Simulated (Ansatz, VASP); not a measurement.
## Al2O3: VASP beside Ansatz

Contents of INCAR:

```
  PREC = Accurate
  ENCUT = 520
  EDIFF = 1E-6
  ISMEAR = 0
  SIGMA = 0.05
  LREAL = F
  LASPH = T
  NELM = 60
  ALGO = Normal
  ISIF = 2
  LWAVE = F
  LCHARG = F
  NBANDS = 20
```

KPOINTS

```
regular mesh
0
Gamma
  9 9 4
```

File POSCAR:

```
Al2O3
1.0
    2.9996979462      0.0000000000      0.0000000000
   -1.4998489731      2.5978146251      0.0000000000
    0.0000000000      0.0000000000      8.5898141032
Al O
2 3
Direct
    0.0000000000      0.0000000000      0.1499923300
    0.0000000000      0.0000000000      0.8500076700
    0.3333333333      0.6666666667      0.2223169200
    0.6666666667      0.3333333333      0.0000000000
    0.3333333333      0.6666666667      0.7776830800
```

Input for Ansatz:

```yaml
crystal:
  lattice:
    - [2.9996979462, 0.0, 0.0]
    - [-1.4998489731, 2.5978146251, 0.0]
    - [0.0, 0.0, 8.5898141032]
  atoms:
    - { symbol: Al, position: [0.0, 0.0, 0.14999233] }
    - { symbol: Al, position: [0.0, 0.0, 0.85000767] }
    - { symbol: O, position: [0.3333333333, 0.6666666667, 0.22231692] }
    - { symbol: O, position: [0.6666666667, 0.3333333333, 0.0] }
    - { symbol: O, position: [0.3333333333, 0.6666666667, 0.77768308] }
basis:
  ecutwfc: 420
kpoints:
  mp_grid: { grid: [9, 9, 4] }
hamiltonian:
  xc: lda
scf:
  occupations: { method: gaussian, width: 0.05 }
output:
  forces: true
  stress: true
  eigenvalues: true
```

Change from the starting cell: strain +0.040 along x and y, -0.080 along z, atoms carried along.

Alike in both runs: task single point; functional LDA; k mesh 9 × 9 × 4; occupations gaussian, width 0.05 eV; no spin polarisation.

|  | VASP | Ansatz |
| --- | --- | --- |
| version | VASP 6.6.1 | Ansatz 0.2.0 |
| potentials or method | VASP PAW LDA potentials, release 64 (Al, O), cutoff 520 eV | scalar-relativistic, plane waves, PAW |
| valence electrons in the cell | 24 | 24 |

```tsv
	VASP	Ansatz	Ansatz less VASP
gap on the k mesh at the Fermi level (eV)	3.51	3.54	+0.026
least direct gap on the mesh (eV)	3.78	3.80	+0.015
pressure (GPa)	-10.8	-11.2	-0.45
traceless stress, the component that is largest in VASP (GPa)	19.32	19.75	+0.432
rms of the force components (eV/Å)	0.657	0.657	+0.0005
```

LDA's correlation is that of Perdew and Zunger in VASP and of Perdew and Wang (1992) in Ansatz. Atom by atom the forces differ by 0.006 eV/Å (rms over components).
